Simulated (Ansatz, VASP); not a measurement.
## One calculation of SnW2N3, two programs

```
Sn W N
1.0
     5.53157    0.00000    0.00000
    -2.76579    4.79048    0.00000
     0.00000    0.00000    2.77669
Sn W N
1 2 3
Direct
  0.00000 0.00000 0.00000
  0.33333 0.66667 0.00000
  0.66667 0.33333 0.00000
  0.50000 0.00000 0.50000
  0.50000 0.50000 0.50000
  0.00000 0.50000 0.50000
```

Alike in both runs: functional PBE; k mesh 6 × 6 × 6; occupations gaussian, width 0.1 eV; no spin polarisation.

Ansatz relaxed the structure, and its values are those at the end. VASP's run is a single point on that final structure, the one shown.

|  | VASP | Ansatz |
| --- | --- | --- |
| version | VASP 6.6.1 | Ansatz 0.2.0 |
| potentials or method | VASP PAW PBE potentials, release 64 (Sn_d, W_sv, N), cutoff 520 eV | scalar-relativistic, plane waves, PAW |
| valence electrons in the cell | 57 | 57 |

Ansatz gave:

* gap on the k mesh at the Fermi level (eV): none
* pressure (GPa): 0.0

What did VASP give for the same quantities?

gap on the k mesh at the Fermi level (eV): none; pressure (GPa): 0.9.

A gap of «none» marks a metal or a gap that the smearing closes. The functional is the same, so the differences come from potentials, cutoffs and numerics.

The k mesh is coarse, so the values compare programs but aren't converged. Neither program's run includes spin-orbit coupling.
